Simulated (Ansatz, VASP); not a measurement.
# One calculation of TiAl3, two programs

```
Ti Al
1.0
    -1.91111    1.91111    4.19506
     1.91111   -1.91111    4.19506
     1.91111    1.91111   -4.19506
Ti Al
1 3
Direct
  0.00000 0.00000 0.00000
  0.25000 0.75000 0.50000
  0.75000 0.25000 0.50000
  0.50000 0.50000 0.00000
```

Change from the starting cell: strain_z = -0.02.

Alike in both runs: task single point; functional PBEsol; k mesh 10 × 10 × 10; occupations fermi-dirac, width 0.05 eV; no spin polarisation.

```csv
,VASP,Ansatz
version,VASP 6.6.1,Ansatz 0.2.0
potentials or method,"VASP PAW PBE potentials, release 64 (Ti_sv, Al), cutoff 520 eV","all-electron LAPW, scalar-relativistic"
```

```tsv
	VASP	Ansatz	Ansatz less VASP
gap on the k mesh at the Fermi level (eV)	none	none	-
pressure (GPa)	1.8	1.7	-0.02
traceless stress, the component that is largest in VASP (GPa)	2.45	2.49	+0.041
```

VASP's potentials were made for PBE, not for PBEsol. A gap of «none» marks a metal or a gap that the smearing closes. Ansatz ran all-electron here, and VASP with PAW potentials.
